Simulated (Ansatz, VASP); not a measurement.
ZrSi3 in VASP and in Ansatz

INCAR

```
SYSTEM = ZrSi3
PREC     = Accurate       ! precision mode
ENCUT    = 520            ! plane-wave cutoff, eV
EDIFF    = 1E-6           ! SCF threshold, eV
ISMEAR   = 0              ! smearing method
SIGMA    = 0.05           ! smearing width, eV
LREAL    = .False.        ! projectors in reciprocal space
LASPH    = .True.         ! aspherical terms in the spheres
NELM     = 60             ! most SCF steps
ALGO     = Normal         ! electronic algorithm
ISIF     = 2              ! what is computed and relaxed
LWAVE    = .False.        ! write WAVECAR
LCHARG   = .True.         ! write CHGCAR
GGA      = PE             ! functional
LELF     = .True.         ! ELF
LVHAR    = .True.       
NBANDS   = 20             ! bands
```

The input KPOINTS:

```
regular mesh
0
Gamma
  8 8 8
  0 0 0
```

POSCAR

```
ZrSi3
1.0
    3.9631644248      0.0000000000      0.0000000000
    0.0000000000      3.9631644248      0.0000000000
    0.0000000000      0.0000000000      3.9631644248
Zr Si
1 3
Direct
    0.0000000000      0.0000000000      0.0000000000
    0.0000000000      0.5000000000      0.5000000000
    0.5000000000      0.5000000000      0.0000000000
    0.5000000000      0.0000000000      0.5000000000
```

Input for Ansatz:

```yaml
crystal:
  lattice:
    - [3.9631644248, 0.0, 0.0]
    - [0.0, 3.9631644248, 0.0]
    - [0.0, 0.0, 3.9631644248]
  atoms:
    - { symbol: Zr, position: [0.0, 0.0, 0.0] }
    - { symbol: Si, position: [0.0, 0.5, 0.5] }
    - { symbol: Si, position: [0.5, 0.5, 0.0] }
    - { symbol: Si, position: [0.5, 0.0, 0.5] }
basis:
  ecutwfc: 420
  ecutrho_ratio: 4
kpoints:
  mp_grid: { grid: [8, 8, 8] }
hamiltonian:
  xc: pbe
scf:
  occupations: { method: gaussian, width: 0.05 }
output:
  forces: true
  stress: true
  eigenvalues: true
```

Alike in both runs: task single point; functional PBE; k mesh 8 × 8 × 8; occupations gaussian, width 0.05 eV; no spin polarisation.

|  | VASP | Ansatz |
| --- | --- | --- |
| version | VASP 6.6.1 | Ansatz 0.2.0 |
| potentials or method | VASP PAW PBE potentials, release 64 (Zr_sv, Si), cutoff 520 eV | scalar-relativistic, plane waves, PAW |
| valence electrons in the cell | 24 | 24 |

```tsv
	VASP	Ansatz	Ansatz less VASP
gap on the k mesh at the Fermi level (eV)	none	none	-
pressure (GPa)	2.4	2.4	-0.01
```

A gap of «none» marks a metal or a gap that the smearing closes. With one functional, cell and mesh, what is left measures potentials, basis and numerics.
